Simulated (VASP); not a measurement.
A run of VASP 6.6.1:

INCAR

```
SYSTEM = Sn
  ALGO = Normal
  EDIFF = 1E-6
  ENCUT = 520
  GGA = PE
  ISIF = 2
  ISMEAR = 0
  LASPH = .TRUE.
  LCHARG = .FALSE.
  LREAL = .FALSE.
  LWAVE = .FALSE.
  NBANDS = 28
  NELM = 80
  PREC = Accurate
  SIGMA = 0.1
```

KPOINTS

```
k-points
0
G
  6 6 4
  0 0 0
```

File POSCAR:

```
Sn
1.0
    4.4907167000      0.0000000000      0.0000000000
   -2.2453583500      3.8890747400      0.0000000000
    0.0000000000      0.0000000000      4.9174071400
Sn
3
Direct
    0.0000000000      0.5000000000      0.3333333300
    0.5000000000      0.5000000000      0.6666666700
    0.5000000000      0.0000000000      0.0000000000
```

Potentials or basis: VASP PAW PBE potentials, release 64 (Sn_d).

Run with:

```bash
$ cat potpaw_PBE.64/Sn_d/POTCAR > POTCAR
$ mpirun -np 1 vasp_std > vasp.out
```

Hardware: 1 thread of Intel Xeon 8259CL, with other jobs on the host.

How long does it take, and how much memory?

Run time: 61 s on 1 thread of Intel Xeon 8259CL, with other jobs on the host, peak memory 0.22 GiB. Counts: scf iterations 11, k points 21.
